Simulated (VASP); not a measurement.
Set up this calculation in VASP 6.6.1, as the native input.

* Task: single point
* Functional: LDA
* Potentials or basis: VASP PAW LDA potentials, release 64 (Ni)
* Cutoff: 520 eV
* k mesh: 17 × 17 × 17
* Occupations: fermi-dirac, width 0.05 eV
* Spin: collinear spin, ferromagnetic start
* Starting moments: [0.54] μB
* Fixed moment: 0.54 μB
* Dipole correction: no
* Further INCAR settings: ALGO = Normal; EDIFF = 1e-07; NBANDS = 15

The structure of Ni lies in POSCAR:

```
Ni
1.0
   -1.3837154700      1.3837154700      1.3837154700
    1.3837154700     -1.3837154700      1.3837154700
    1.3837154700      1.3837154700     -1.3837154700
Ni
1
Direct
    0.0000000000      0.0000000000      0.0000000000
```

The input as run:

INCAR

```
SYSTEM = Ni
PREC = Accurate
ENCUT = 520
EDIFF = 1E-7
ISMEAR = -1
SIGMA = 0.05
LREAL = .False.
LASPH = .True.
NELM = 150
ALGO = Normal
ISIF = 2
LWAVE = .False.
LCHARG = .False.
ISPIN = 2
MAGMOM = 0.54
LORBIT = 11
NUPDOWN = 0.54
LMAXMIX = 4
NBANDS = 15
```

KPOINTS

```
regular mesh
0
Gamma
  17 17 17
  0 0 0
```

Potentials or basis: VASP PAW LDA potentials, release 64 (Ni).

The run is started by

```sh
$ cat potpaw_LDA.64/Ni/POTCAR > POTCAR
$ mpirun -np 1 vasp_std > vasp.out
```

Results of the run:

* Pressure: -10.2 GPa
* Net moment: 0.54 μB per cell
* Site moments: Ni +0.54 μB
* Valence electrons inside the program's atomic spheres: Ni 9.37

Caveat: the total moment is fixed, so each spin has its own Fermi level.

Run time: 37 s on 1 thread of Intel(R) Xeon(R) Platinum 8488C (Sapphire Rapids) (shared host), peak memory 0.15 GiB.
